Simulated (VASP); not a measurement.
Wanted: the native input for a VASP 6.6.1 run.

```
Task                   : single point
Functional             : PBE
Potentials or basis    : VASP PAW PBE potentials, release 64 (Rh_pv)
Cutoff                 : 500 eV
k mesh                 : 12 × 12 × 12
Occupations            : methfessel-paxton, width 0.1 eV
Spin                   : no spin polarisation
Dipole correction      : no
Further INCAR settings : ALGO = Normal; EDIFF = 1e-06; NBANDS = 14
```

The structure of Rh lies in POSCAR:

```
Rh
1.0
    0.0000000000      1.8978500000      1.8978500000
    1.8978500000      0.0000000000      1.8978500000
    1.8978500000      1.8978500000      0.0000000000
Rh
1
Direct
    0.0000000000      0.0000000000      0.0000000000
```

The input as run:

INCAR

```
PREC     = Accurate       # precision mode
ENCUT    = 500            # plane-wave cutoff, eV
EDIFF    = 1E-6           # SCF threshold, eV
ISMEAR   = 1              # smearing method
SIGMA    = 0.1            # smearing width, eV
LREAL    = False          # projectors in reciprocal space
LASPH    = True           # aspherical terms in the spheres
NELM     = 120            # most SCF steps
ALGO     = Normal         # electronic algorithm
ISIF     = 2              # what is computed and relaxed
LWAVE    = False          # write WAVECAR
LCHARG   = False          # write CHGCAR
GGA      = PE             # functional
NBANDS   = 14             # bands
GGA_COMPAT= False
```

KPOINTS

```
regular mesh
0
Gamma
  12 12 12
```

Potentials or basis: VASP PAW PBE potentials, release 64 (Rh_pv).

The run is started by

```sh
$ cat potpaw_PBE.64/Rh_pv/POTCAR > POTCAR
$ mpirun -np 1 vasp_std > vasp.out
```

It gave:

* Pressure: 7.4 GPa

Wall time 8 s on 1 thread of Intel(R) Xeon(R) Platinum 8488C (Sapphire Rapids), with other jobs on the host, peak memory 0.13 GiB.
